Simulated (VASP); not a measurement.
Write the native input for VASP 6.6.1 that does the following.

```yaml
Task: single point
Functional: PBE
Potentials_or_basis: VASP PAW PBE potentials, release 64 (N, Ti_sv, Si)
Cutoff: 520 eV
k_mesh: 9 × 9 × 1
Occupations: gaussian, width 0.1 eV
Spin: no spin polarisation
Dipole_correction: yes
Further_INCAR_settings: ALGO = Normal; EDIFF = 1e-07; NBANDS = 36
```

The structure of Ti3SiN3 lies in POSCAR:

```
Ti3SiN3
1.0
    3.0028555065      0.0000000000      0.0000000000
   -1.5014277533      2.6005491525      0.0000000000
    0.0000000000      0.0000000000     21.5541471922
N Ti Si
3 3 1
Direct
    0.3333333333      0.6666666667      0.1855791354
    0.0000000000      0.0000000000      0.2993308525
    0.6666666667      0.3333333333      0.4147299352
    0.6666666667      0.3333333333      0.2424549940
    0.3333333333      0.6666666667      0.3575097830
    0.0000000000      0.0000000000      0.4664599858
    0.6666666667      0.3333333333      0.5706613321
```

One way to write it, as run:

INCAR

```
PREC     = Accurate       # precision mode
ENCUT    = 520            # plane-wave cutoff, eV
EDIFF    = 1E-7           # SCF threshold, eV
ISMEAR   = 0              # smearing method
SIGMA    = 0.1            # smearing width, eV
LREAL    = F              # projectors in reciprocal space
LASPH    = T              # aspherical terms in the spheres
NELM     = 60             # most SCF steps
ALGO     = Normal         # electronic algorithm
ISIF     = 2              # what is computed and relaxed
LWAVE    = F              # write WAVECAR
LCHARG   = F              # write CHGCAR
LDIPOL   = T            
IDIPOL   = 3            
DIPOL    = 0.5 0.5 0.362
GGA      = PE             # functional
NBANDS   = 36             # bands
```

KPOINTS

```
regular mesh
0
Gamma
  9 9 1
```

Potentials or basis: VASP PAW PBE potentials, release 64 (N, Ti_sv, Si).

Command:

```console
$ cat potpaw_PBE.64/N/POTCAR potpaw_PBE.64/Ti_sv/POTCAR potpaw_PBE.64/Si/POTCAR > POTCAR
$ mpirun -np 1 vasp_std > vasp.out
```

Results of the run:

```
Largest force          : 5.508 eV/Å
Band gap on the k mesh : zero (an odd number of electrons rules out a gap without spin polarisation)
```

It took 79 s on 1 thread of Intel(R) Xeon(R) 6975P-C (Granite Rapids) (shared host), peak memory 0.32 GiB.
